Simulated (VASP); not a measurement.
# H4CO in VASP: a series of runs

The runs below take H4CO through single point, with r2SCAN+D3(BJ).

All numbers are computed with VASP 6.6.1; they aren't measurements. Logs are shortened: lines on timing, memory, paths and dates and some standing lists are left out, and cuts for length are marked.

## (1) The cell of the first run

The cell holds a disordered packing, 36 atoms: a = 8.055 Å, b = 8.055 Å, c = 8.055 Å, α = 90.00°, β = 90.00°, γ = 90.00°.

## (2) Single point, r2SCAN+D3(BJ)

The input, POSCAR:

```
H4CO
1.0
    8.0548320000      0.0000000000      0.0000000000
    0.0000000000      8.0548320000      0.0000000000
    0.0000000000      0.0000000000      8.0548320000
C O H
6 6 24
Direct
    0.7451128394      0.6043539937      0.2091968537
    0.1273041787      0.8268155093      0.7386844983
    0.3543785481      0.2753593300      0.4709764028
    0.5383636675      0.1611054165     -0.0196799470
    0.6289214812      0.5920184716      0.7093493141
    0.2657259813      0.8300280295      0.2960542361
    0.6111273298      0.5515245556      0.3136004563
    0.0571515639      0.7134078334      0.6224402871
    0.3142559151      0.2480540048      0.2992350531
    0.5664183906      0.0660144681      0.1257675435
    0.7627361277      0.5243329144      0.6145730316
    0.2912730177      0.6667673951      0.3613000581
    0.7367333776      0.5393454472      0.0903119283
    0.6625565110      0.5274814855      0.4209972607
    0.7398859126      0.7382605740      0.1879090533
    0.8638820766      0.5723083507      0.2663495119
    0.0272285631      0.9018878402      0.7901200362
    0.1441056689      0.6797302753      0.5454328440
    0.1898585620      0.7621543452      0.8408105131
    0.2165637617      0.9101828389      0.6790004833
    0.2931206218      0.1780150064      0.5430062318
    0.3226352559      0.3556722561      0.2471894783
    0.4892329337      0.2696272443      0.4898918757
    0.3078793897      0.3958333191      0.5130841503
    0.6313987616      0.1250248084     -0.1114952801
    0.4853538702      0.1071181713      0.2053309524
    0.4141591820      0.1383481178     -0.0711590456
    0.5509147850      0.2947192046      0.0044463855
    0.5289933212      0.5008103529      0.7073321709
    0.8584527641      0.5977811348      0.6238953508
    0.6651739312      0.6132429626      0.8380920738
    0.5829643591      0.7079225575      0.6552942819
    0.1340978458      0.8588559685      0.3072431444
    0.4085708292      0.6378293220      0.3456929645
    0.3359147948      0.9222617883      0.3669831936
    0.3028656805      0.8385587064      0.1657500533
```

The input, INCAR.step1:

```
ALGO     = Normal         # electronic algorithm
EDIFF    = 1E-4           # SCF threshold, eV
ENCUT    = 520            # plane-wave cutoff, eV
GGA      = PE             # functional
ISMEAR   = -1             # smearing method
LASPH    = T              # aspherical terms in the spheres
LCHARG   = F              # write CHGCAR
LREAL    = Auto         
LWAVE    = T              # write WAVECAR
NBANDS   = 66             # bands
NELM     = 100            # most SCF steps
PREC     = Accurate       # precision mode
SIGMA    = 0.02           # smearing width, eV
```

The input, INCAR.step2:

```
ALGO     = Normal         # electronic algorithm
EDIFF    = 1E-6           # SCF threshold, eV
ENCUT    = 520            # plane-wave cutoff, eV
ISIF     = 2              # what is computed and relaxed
ISMEAR   = -1             # smearing method
ISTART   = 1            
IVDW     = 12             # dispersion correction
LASPH    = T              # aspherical terms in the spheres
LCHARG   = T              # write CHGCAR
LELF     = T              # ELF
LMIXTAU  = T            
LREAL    = Auto         
LVHAR    = T            
LWAVE    = F              # write WAVECAR
METAGGA  = R2SCAN         # meta-GGA
NBANDS   = 66             # bands
NELM     = 100            # most SCF steps
PREC     = Accurate       # precision mode
SIGMA    = 0.02           # smearing width, eV
VDW_A1   = 0.49484001   
VDW_A2   = 5.73083694   
VDW_S6   = 1.0          
VDW_S8   = 0.78981345
```

The input, KPOINTS:

```
k-points
0
Gamma
  1 1 1
```

Potentials or basis: VASP PAW PBE potentials, release 64 (C, O, H).

On the command line:

```sh
cat potpaw_PBE.64/C/POTCAR potpaw_PBE.64/O/POTCAR potpaw_PBE.64/H/POTCAR > POTCAR
cp INCAR.step1 INCAR
mpirun -np 1 vasp_gam > vasp.out
cp INCAR.step2 INCAR
mpirun -np 1 vasp_gam > vasp.out
```

OUTCAR:

```text
EDIFF = 1E-6
   ENCUT = 520
   ISIF = 2
   ISMEAR = -1
   ISTART = 1
   IVDW = 12
   LASPH = T
   LREAL = Auto
   METAGGA = R2SCAN
   NELM = 100
   PREC = Accurate
 IVDW          = 12

 ion  position               nearest neighbor table
   1  0.745  0.604  0.209-  16 1.09  15 1.09  13 1.09   7 1.43
   2  0.127  0.827  0.739-  17 1.09  20 1.09  19 1.10   8 1.42
   3  0.354  0.275  0.471-  21 1.09  24 1.09  23 1.10   9 1.44
   4  0.538  0.161  0.980-  25 1.09  28 1.10  27 1.10  10 1.42
   5  0.629  0.592  0.709-  29 1.09  31 1.09  32 1.09  11 1.43
   6  0.266  0.830  0.296-  33 1.09  36 1.09  35 1.09  12 1.43
   7  0.611  0.552  0.314-  14 0.98   1 1.43
   8  0.057  0.713  0.622-  18 0.97   2 1.42
   9  0.314  0.248  0.299-  22 0.97   3 1.44
  10  0.566  0.066  0.126-  26 0.97   4 1.42
  11  0.763  0.524  0.615-  30 0.97   5 1.43
  12  0.291  0.667  0.361-  34 0.98   6 1.43
  13  0.737  0.539  0.090-   1 1.09
  14  0.663  0.527  0.421-   7 0.98
  15  0.740  0.738  0.188-   1 1.09
  16  0.864  0.572  0.266-   1 1.09
  17  0.027  0.902  0.790-   2 1.09
  18  0.144  0.680  0.545-   8 0.97
[... 16 lines left out ...]
  35  0.336  0.922  0.367-   6 1.09
  36  0.303  0.839  0.166-   6 1.09

  LATTYP: Found a simple cubic cell.
 ALAT       =     8.0548320000

  Lattice vectors:

 A1 = (   8.0548320000,   0.0000000000,   0.0000000000)
 A2 = (   0.0000000000,   8.0548320000,   0.0000000000)
 A3 = (   0.0000000000,   0.0000000000,   8.0548320000)

Analysis of symmetry for initial positions (statically):
=====================================================================
 Subroutine PRICEL returns:
 Original cell was already a primitive cell.

 Routine SETGRP: Setting up the symmetry group for a
 simple cubic supercell.

 Subroutine GETGRP returns: Found  1 space group operations
 (whereof  1 operations were pure point group operations)
 out of a pool of 48 trial point group operations.

The static configuration has the point symmetry C_1 .

Analysis of symmetry for dynamics (positions and initial velocities):
=====================================================================
 Subroutine PRICEL returns:
 Original cell was already a primitive cell.

 Routine SETGRP: Setting up the symmetry group for a
 simple cubic supercell.

 Subroutine GETGRP returns: Found  1 space group operations
 (whereof  1 operations were pure point group operations)
 out of a pool of 48 trial point group operations.

The dynamic configuration has the point symmetry C_1 .

 Subroutine INISYM returns: Found  1 space group operations
 (whereof  1 operations are pure point group operations),
 and found     1 'primitive' translations

----------------------------------------------------------------------------------------

                                     Primitive cell

  volume of cell :     522.6001

  direct lattice vectors                    reciprocal lattice vectors
     8.054832000  0.000000000  0.000000000     0.124149082  0.000000000  0.000000000
     0.000000000  8.054832000  0.000000000     0.000000000  0.124149082  0.000000000
     0.000000000  0.000000000  8.054832000     0.000000000  0.000000000  0.124149082

  length of vectors
     8.054832000  8.054832000  8.054832000     0.124149082  0.124149082  0.124149082

  position of ions in fractional coordinates (direct lattice)
     0.745112839  0.604353994  0.209196854
     0.127304179  0.826815509  0.738684498
     0.354378548  0.275359330  0.470976403
     0.538363668  0.161105416  0.980320053
     0.628921481  0.592018472  0.709349314
     0.265725981  0.830028029  0.296054236
[... 28 lines left out ...]
     0.335914795  0.922261788  0.366983194
     0.302865680  0.838558706  0.165750053

  ion indices of the primitive-cell ions
   primitive index   ion index
                 1           1
                 2           2
                 3           3
                 4           4
                 5           5
                 6           6
[... 28 lines left out ...]
                35          35
                36          36

----------------------------------------------------------------------------------------

 KPOINTS: k-points

Automatic generation of k-mesh.
 Grid dimensions read from file:
 generate k-points for:    1    1    1

 Generating k-lattice:

  Cartesian coordinates                     Fractional coordinates (reciprocal lattice)
     0.124149082  0.000000000  0.000000000     1.000000000  0.000000000  0.000000000
     0.000000000  0.124149082  0.000000000     0.000000000  1.000000000  0.000000000
     0.000000000  0.000000000  0.124149082     0.000000000  0.000000000  1.000000000

  Length of vectors
     0.124149082  0.124149082  0.124149082

  Shift w.r.t. Gamma in fractional coordinates (k-lattice)
     0.000000000  0.000000000  0.000000000

 Subroutine IBZKPT returns following result:
 ===========================================

 Found      1 irreducible k-points:

 Following reciprocal coordinates:
            Coordinates               Weight
  0.000000  0.000000  0.000000      1.000000
   k-points           NKPTS =      1   k-points in BZ     NKDIM =      1   number of bands    NBANDS=     66
   number of dos      NEDOS =    301   number of ions     NIONS =     36
   total plane-waves  NPLWV = 216000
   dimension x,y,z NGX =    60 NGY =   60 NGZ =   60
   dimension x,y,z NGXF=   120 NGYF=  120 NGZF=  120
   ions per type =               6   6  24
   NGX,Y,Z   is equivalent  to a cutoff of  12.38, 12.38, 12.38 a.u.
   NGXF,Y,Z  is equivalent  to a cutoff of  24.77, 24.77, 24.77 a.u.
 SYSTEM =  unknown system
   PREC   = accura    normal or accurate (medium, high low for compatibility)
   ISTART =      1    job   : 0-new  1-cont  2-samecut
   ICHARG =      0    charge: 1-file 2-atom 10-const
   ISPIN  =      1    spin polarized calculation?
   LNONCOLLINEAR =      F non collinear calculations
   LSORBIT =      F    spin-orbit coupling
   LASPH  =      T    aspherical Exc in radial PAW
   ENCUT  =  520.0 eV  38.22 Ry    6.18 a.u.  14.98 14.98 14.98*2*pi/ulx,y,z
   NELM   =    100;   NELMIN=  2; NELMDL=  0     # of ELM steps
   EDIFF  = 0.1E-05   stopping-criterion for ELM
   LREAL  =      T    real-space projection
   EDIFFG = 0.1E-04   stopping-criterion for IOM
   NSW    =      0    number of steps for IOM
   IBRION =     -1    ionic relax: 0-MD 1-quasi-New 2-CG
   NFREE  =      0    steps in history (QN), initial steepest desc. (CG)
   ISIF   =      2    stress and relaxation
   ISYM   =      2    0-nonsym 1-usesym 2-fastsym
   POTIM  = 0.5000    time-step for ionic-motion
   TEBEG  =    0.0;   TEEND  =   0.0 temperature during run
   PSTRESS=    0.0 pullay stress
   NELECT =      84.0000    total number of electrons
   NUPDOWN=      -1.0000    fix difference up-down
   EMIN   =  10.00;   EMAX   =-10.00  energy-range for DOS
   EFERMI =   0.00;   METHOD = LEGACY
   ISMEAR =    -1;   SIGMA  =   0.02  broadening in eV -4-tet -1-fermi 0-gaus
   EFERMI_NEDOS =   21; number of points for ismear=-14 and -15
   IALGO  =     38    algorithm
   IMIX   =      4    mixing-type and parameters
     AMIX     =   0.40;   BMIX     =  1.00
     AMIX_MAG =   1.60;   BMIX_MAG =  1.00
  volume/ion in A,a.u.               =      14.52        97.96
  Fermi-wavevector in a.u.,A,eV,Ry     =   0.890112  1.682068 10.779893  0.792300
  Thomas-Fermi vector in A             =   2.011761
   LORBIT       =      0    0 simple, 1 ext, 2 COOP (PROOUT), +10 PAW based schemes
   METAGGA = R2SCAN    functional components
   LHFCALC =     F    Hartree Fock is set to
   AEXX    =    0.0000 exact exchange contribution
   IVDW    =    12    specifies the selected vdW correction
   LEPSILON=     F    determine dielectric tensor
   LRPA    =     F    only Hartree local field effects (RPA)
 non-spin polarized calculation
  energy-cutoff  :      520.00
  volume of cell :      522.60
 maximum number of plane-waves:      6999
 NGX is ok and might be reduce to    60
   NGX = 29   NGY = 29   NGZ = 29

 number of electron      83.9999994 magnetization

 Free energy of the ion-electron system (eV)
  ---------------------------------------------------
  ext. energy  EPLUGINS =         0.00000000
  ---------------------------------------------------
  free energy    TOTEN  =      -194.68939570 eV

  energy without entropy =     -194.68939570  energy(sigma->0) =     -194.68939570

 E-fermi :  -3.4872     XC(G=0):  -5.2595

 val. band max:       -3.9973125305   @ k =   0.0000   0.0000   0.0000
 cond. band min:       1.3332110605   @ k =   0.0000   0.0000   0.0000
 fundamental gap:      5.3305235909
 Fermi energy:        -3.4872316127

 k-point     1 :       0.0000    0.0000    0.0000
  band No.  band energies     occupation
      1     -25.0219      2.00000
      2     -24.9071      2.00000
      3     -24.7811      2.00000
      4     -24.6616      2.00000
      5     -24.3838      2.00000
      6     -24.1536      2.00000
[... 46 lines left out ...]
     53       4.5382      0.00000
     54       4.5634      0.00000
 [bands above 54 left out]

------------------------ aborting loop because EDIFF is reached ----------------------------------------

 Edisp (eV)   -0.46588

 E8    (eV) :    -0.0720

  FORCE on cell =-STRESS in cart. coord.  units (eV):
  Direction    XX          YY          ZZ          XY          YZ          ZX
  --------------------------------------------------------------------------------------
  -------------------------------------------------------------------------------------
  Total      -2.31051    -1.44439    -0.47803     0.24291    -0.70620     0.22664
  in kB      -7.08352    -4.42819    -1.46553     0.74470    -2.16504     0.69484
  external pressure =       -4.33 kB  Pullay stress =        0.00 kB

 VOLUME and BASIS-vectors are now :
 -----------------------------------------------------------------------------
  energy-cutoff  :      520.00
  volume of cell :      522.60
      direct lattice vectors                 reciprocal lattice vectors
     8.054832000  0.000000000  0.000000000     0.124149082  0.000000000  0.000000000
     0.000000000  8.054832000  0.000000000     0.000000000  0.124149082  0.000000000
     0.000000000  0.000000000  8.054832000     0.000000000  0.000000000  0.124149082

 POSITION                                       TOTAL-FORCE (eV/Angst)
 -----------------------------------------------------------------------------------
      6.00176      4.86797      1.68505        -0.010134      0.018931     -0.127035
      1.02541      6.65986      5.94998         0.026729      0.055913      0.106442
      2.85446      2.21797      3.79364        -0.001214     -0.100718      0.077743
      4.33643      1.29768      7.89631         0.071305     -0.011570     -0.092614
      5.06586      4.76861      5.71369        -0.004102     -0.066367     -0.042899
      2.14038      6.68574      2.38467        -0.014143      0.080189     -0.065321
[... 28 lines left out ...]
      2.70574      7.42866      2.95599         0.039952      0.028763     -0.007178
      2.43953      6.75445      1.33509         0.014121     -0.013169      0.018962
 -----------------------------------------------------------------------------------
    total drift:                                0.019234     -0.019627     -0.018358

  FREE ENERGIE OF THE ION-ELECTRON SYSTEM (eV)
  ---------------------------------------------------
  free  energy   TOTEN  =      -195.1552790126 eV

  energy  without entropy=     -195.1552790126  energy(sigma->0) =     -195.15527901
```

It took 6.3 min on 1 thread of Intel Xeon Platinum 8259CL at 2.50GHz (Skylake/Cascade Lake), shared host; peak memory 0.54 GiB.

What came out:

| Item | Value |
| --- | --- |
| Free energy | -195.1553 eV |
| Pressure | -0.4 GPa |
| Largest force | 0.297 eV/Å |
| Band gap on the k mesh | 5.33 eV |
| Dispersion energy per atom | -0.013 eV |

Forces in eV/Å, atoms in the order of the input:
```
C   -0.010  0.019 -0.127
C    0.027  0.056  0.106
C   -0.001 -0.101  0.078
C    0.071 -0.012 -0.093
C   -0.004 -0.066 -0.043
C   -0.014  0.080 -0.065
O   -0.142  0.009 -0.056
O   -0.047 -0.035 -0.033
O    0.054  0.082  0.202
O   -0.048 -0.003  0.048
O   -0.209 -0.058 -0.067
O   -0.132 -0.072  0.106
H   -0.014  0.003  0.015
H    0.064 -0.009  0.251
H   -0.026  0.042 -0.012
H    0.048  0.016  0.028
H   -0.045 -0.005  0.012
H    0.061 -0.116 -0.161
H   -0.002 -0.033 -0.022
H   -0.022 -0.027 -0.031
H    0.079  0.027 -0.044
H    0.013  0.072 -0.163
H   -0.084 -0.010  0.053
H   -0.003 -0.084 -0.035
H   -0.040  0.027  0.011
H   -0.019  0.029  0.048
H   -0.010  0.006 -0.067
H    0.028  0.016 -0.020
H   -0.039 -0.001  0.024
H    0.286  0.070 -0.035
H    0.025  0.054  0.087
H   -0.020  0.082  0.001
H   -0.031 -0.008 -0.011
H    0.156 -0.065  0.004
H    0.040  0.029 -0.007
H    0.014 -0.013  0.019
```

Caveat: the k points lie up to 0.78 Å⁻¹ apart; the PAW data sets were made with another functional, which shifts forces and pressure a little.

(Part 1 of 2 ends here.)
